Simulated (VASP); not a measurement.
# MgO (Fm-3m) in VASP: a series of runs

The runs below take MgO through single point, with PBE, r2SCAN.

Program: VASP 6.6.1. These are calculated values, not measurements. Logs are shortened: lines on timing, memory, paths and dates and some standing lists are left out, and cuts for length are marked.

**1. The cell of the first run**

It takes space group Fm-3m (No. 225, cubic). Conventional cell: a = 4.204 Å, b = 4.204 Å, c = 4.204 Å, α = 90.00°, β = 90.00°, γ = 90.00°. Within 2.8 Å of Mg (site symmetry m-3m) lie 6 O at 2.10 Å. O (site symmetry m-3m) has 6 Mg at 2.10 Å within 2.8 Å.

**2. Single point, PBE**

File INCAR:

```
SYSTEM = MgO
PREC = Accurate
ENCUT = 520
EDIFF = 1E-6
ISMEAR = 0
SIGMA = 0.01
LREAL = .FALSE.
LASPH = .TRUE.
NELM = 100
ALGO = Normal
ISIF = 2
LWAVE = .FALSE.
LCHARG = .FALSE.
GGA = PE
NBANDS = 11
```

File KPOINTS:

```
Automatic mesh
0
G
  8 8 8
  0 0 0
```

File POSCAR:

```
MgO
1.0
    0.0000000000      2.1021680260      2.1021680260
    2.1021680260      0.0000000000      2.1021680260
    2.1021680260      2.1021680260      0.0000000000
Mg O
1 1
Direct
    0.0000000000      0.0000000000      0.0000000000
    0.5000000000      0.5000000000      0.5000000000
```

Potentials or basis: VASP PAW PBE potentials, release 64 (Mg, O).

Launch:

```
$ cat potpaw_PBE.64/Mg/POTCAR potpaw_PBE.64/O/POTCAR > POTCAR
$ mpirun -np 1 vasp_std > vasp.out
```

OUTCAR:

```text
SYSTEM = MgO
   PREC = Accurate
   ENCUT = 520
   EDIFF = 1E-6
   ISMEAR = 0
   LREAL = .FALSE.
   LASPH = .TRUE.
   NELM = 100
   ISIF = 2
   GGA = PE

 ion  position               nearest neighbor table
   1  0.000  0.000  0.000-   2 2.10   2 2.10   2 2.10   2 2.10   2 2.10   2 2.10
   2  0.500  0.500  0.500-   1 2.10   1 2.10   1 2.10   1 2.10   1 2.10   1 2.10

  LATTYP: Found a face centered cubic cell.
 ALAT       =     4.2043360520

  Lattice vectors:

 A1 = (   0.0000000000,   2.1021680260,   2.1021680260)
 A2 = (   2.1021680260,   0.0000000000,   2.1021680260)
 A3 = (   2.1021680260,   2.1021680260,   0.0000000000)

Analysis of symmetry for initial positions (statically):
=====================================================================
 Subroutine PRICEL returns:
 Original cell was already a primitive cell.

 Routine SETGRP: Setting up the symmetry group for a
 face centered cubic supercell.

 Subroutine GETGRP returns: Found 48 space group operations
 (whereof 48 operations were pure point group operations)
 out of a pool of 48 trial point group operations.

The static configuration has the point symmetry O_h .

Analysis of symmetry for dynamics (positions and initial velocities):
=====================================================================
 Subroutine PRICEL returns:
 Original cell was already a primitive cell.

 Routine SETGRP: Setting up the symmetry group for a
 face centered cubic supercell.

 Subroutine GETGRP returns: Found 48 space group operations
 (whereof 48 operations were pure point group operations)
 out of a pool of 48 trial point group operations.

The dynamic configuration has the point symmetry O_h .

 Subroutine INISYM returns: Found 48 space group operations
 (whereof 48 operations are pure point group operations),
 and found     1 'primitive' translations

----------------------------------------------------------------------------------------

                                     Primitive cell

  volume of cell :      18.5794

  direct lattice vectors                    reciprocal lattice vectors
     0.000000000  2.102168026  2.102168026    -0.237849684  0.237849684  0.237849684
     2.102168026  0.000000000  2.102168026     0.237849684 -0.237849684  0.237849684
     2.102168026  2.102168026  0.000000000     0.237849684  0.237849684 -0.237849684

  length of vectors
     2.972914533  2.972914533  2.972914533     0.411967737  0.411967737  0.411967737

  position of ions in fractional coordinates (direct lattice)
     0.000000000  0.000000000  0.000000000
[... 88 lines left out ...]
   PSTRESS=    0.0 pullay stress
   NELECT =       8.0000    total number of electrons
   NUPDOWN=      -1.0000    fix difference up-down
   EMIN   =  10.00;   EMAX   =-10.00  energy-range for DOS
   EFERMI =   0.00;   METHOD = LEGACY
   ISMEAR =     0;   SIGMA  =   0.01  broadening in eV -4-tet -1-fermi 0-gaus
   EFERMI_NEDOS =   21; number of points for ismear=-14 and -15
   IALGO  =     38    algorithm
   IMIX   =      4    mixing-type and parameters
     AMIX     =   0.40;   BMIX     =  1.00
     AMIX_MAG =   1.60;   BMIX_MAG =  1.00
  volume/ion in A,a.u.               =       9.29        62.69
  Fermi-wavevector in a.u.,A,eV,Ry     =   1.236215  2.336108 20.792804  1.528228
  Thomas-Fermi vector in A             =   2.370833
   LORBIT       =      0    0 simple, 1 ext, 2 COOP (PROOUT), +10 PAW based schemes
   GGA     = PE    functional components
   LHFCALC =     F    Hartree Fock is set to
   AEXX    =    0.0000 exact exchange contribution
   IVDW    =     0    specifies the selected vdW correction
   LEPSILON=     F    determine dielectric tensor
   LRPA    =     F    only Hartree local field effects (RPA)
 non-spin polarized calculation
 Gauss-broadening in eV      SIGMA  =   0.01
  energy-cutoff  :      520.00
  volume of cell :       18.58
 maximum number of plane-waves:       531
 NGX is ok and might be reduce to    24
   NGX = 11   NGY = 11   NGZ = 11

 number of electron       8.0000004 magnetization

 Free energy of the ion-electron system (eV)
  ---------------------------------------------------
  ext. energy  EPLUGINS =         0.00000000
  ---------------------------------------------------
  free energy    TOTEN  =       -11.90255475 eV

  energy without entropy =      -11.90255475  energy(sigma->0) =      -11.90255475

 E-fermi :   3.2887     XC(G=0): -11.1047

 val. band max:        3.2285669737   @ k =   0.0000   0.0000   0.0000
 cond. band min:       8.0087151112   @ k =   0.0000   0.0000   0.0000
 fundamental gap:      4.7801481375
 Fermi energy:         3.2887408134

 k-point     1 :       0.0000    0.0000    0.0000
  band No.  band energies     occupation
      1     -14.0633      2.00000
      2       3.2286      2.00000
      3       3.2286      2.00000
      4       3.2286      2.00000
      5       8.0087      0.00000
      6      19.0594      0.00000
      7      19.0594      0.00000
      8      19.0594      0.00000
      9      22.9907      0.00000
     10      24.7714      0.00000
     11      24.7714      0.00000
[... 309 lines left out ...]
 k-point    24 :      -0.3750    0.2500    0.1250
  band No.  band energies     occupation
      1     -12.6130      2.00000
      2      -0.7925      2.00000
      3       1.2823      2.00000
      4       2.2349      2.00000
      5      12.9400      0.00000
      6      15.4814      0.00000
      7      16.7782      0.00000
      8      20.1945      0.00000
      9      23.8201      0.00000
     10      25.3818      0.00000
     11      29.4786      0.00000

 [... further k-points ...]

------------------------ aborting loop because EDIFF is reached ----------------------------------------

  FORCE on cell =-STRESS in cart. coord.  units (eV):
  Direction    XX          YY          ZZ          XY          YZ          ZX
  --------------------------------------------------------------------------------------
  -------------------------------------------------------------------------------------
  Total        0.5668624      0.5668624      0.5668624      0.0000000      0.0000000     -0.0000000
  in kB       48.8827895     48.8827895     48.8827895      0.0000000      0.0000000     -0.0000000
  external PRESSURE =      48.8827895 kB  Pullay stress =       0.0000000 kB

 VOLUME and BASIS-vectors are now :
 -----------------------------------------------------------------------------
  energy-cutoff  :      520.00
  volume of cell :       18.58
      direct lattice vectors                 reciprocal lattice vectors
     0.000000000  2.102168026  2.102168026    -0.237849684  0.237849684  0.237849684
     2.102168026  0.000000000  2.102168026     0.237849684 -0.237849684  0.237849684
     2.102168026  2.102168026  0.000000000     0.237849684  0.237849684 -0.237849684

 POSITION                                       TOTAL-FORCE (eV/Angst)
 -----------------------------------------------------------------------------------
      0.00000      0.00000      0.00000         0.000000      0.000000      0.000000
      2.10217      2.10217      2.10217        -0.000000     -0.000000     -0.000000
 -----------------------------------------------------------------------------------
    total drift:                               -0.000000     -0.000000      0.000000

  FREE ENERGIE OF THE ION-ELECTRON SYSTEM (eV)
  ---------------------------------------------------
  free  energy   TOTEN  =       -11.9025547507 eV

  energy  without entropy=      -11.9025547507  energy(sigma->0) =      -11.90255475
```

Wall time 8 s (1 thread of AMD EPYC 7R43 (Zen 3), shared host); peak memory 0.11 GiB.

What came out:

```
Free energy            : -11.9026 eV
Pressure               : 4.9 GPa
Band gap on the k mesh : 4.78 eV
```

Levels at points of the mesh, in eV from the valence-band top:
| k point | band 2 | band 3 | band 4 | band 5 | band 6 | band 7 |
| --- | --- | --- | --- | --- | --- | --- |
| (0.00, 0.00, 0.00) | 0.00 | 0.00 | 0.00 | 4.78 | 15.83 | 15.83 |
| (0.50, 0.00, 0.00) | -4.64 | -0.66 | -0.66 | 7.93 | 12.67 | 16.37 |
| (0.50, 0.50, 0.00) | -4.11 | -1.36 | -1.36 | 9.13 | 10.03 | 13.16 |

Caveat: the cell stands under pressure.

**3. Single point, r2SCAN**

POSCAR is that of step 2.

File INCAR.step1:

```
SYSTEM = MgO
PREC = Accurate
ENCUT = 520
ISMEAR = 0
SIGMA = 0.01
LREAL = .False.
LASPH = .True.
NELM = 60
NBANDS = 11
GGA = PE
ALGO = Normal
EDIFF = 1E-4
LWAVE = .True.
LCHARG = .False.
```

File INCAR.step2:

```
SYSTEM = MgO
PREC = Accurate
ENCUT = 520
EDIFF = 1E-7
ISMEAR = 0
SIGMA = 0.01
LREAL = .False.
LASPH = .True.
NELM = 60
ALGO = Normal
ISIF = 2
LWAVE = .False.
LCHARG = .True.
METAGGA = R2SCAN
LMIXTAU = .True.
LELF = .True.
LVHAR = .True.
NBANDS = 11
ISTART = 1
```

File KPOINTS:

```
Automatic mesh
0
Gamma
  6 6 6
  0 0 0
```

Potentials or basis: VASP PAW PBE potentials, release 64 (Mg, O).

Launch:

```
$ cat potpaw_PBE.64/Mg/POTCAR potpaw_PBE.64/O/POTCAR > POTCAR
$ cp INCAR.step1 INCAR
$ mpirun -np 1 vasp_std > vasp.out
$ cp INCAR.step2 INCAR
$ mpirun -np 1 vasp_std > vasp.out
```

Wall time 30 s (1 thread of AMD EPYC 7R43 (Zen 3), shared host); peak memory 0.11 GiB.

It converged, with:

```yaml
Free_energy: -16.1608 eV
Pressure: -1.1 GPa
Band_gap_on_the_k_mesh: 5.66 eV
```

Levels at points of the mesh, in eV from the valence-band top:
| k point | band 2 | band 3 | band 4 | band 5 | band 6 | band 7 |
| --- | --- | --- | --- | --- | --- | --- |
| (0.00, 0.00, 0.00) | 0.00 | 0.00 | 0.00 | 5.66 | 16.87 | 16.87 |
| (0.50, 0.00, 0.00) | -4.64 | -0.68 | -0.68 | 8.84 | 13.87 | 17.48 |
| (0.50, 0.50, 0.00) | -4.12 | -1.38 | -1.38 | 10.04 | 11.12 | 14.35 |

Caveat: the k points lie up to 0.43 Å⁻¹ apart; the PAW data sets were made with another functional, which shifts forces and pressure a little. r2SCAN opens gaps a little over a GGA but as a rule still falls short of measured ones.
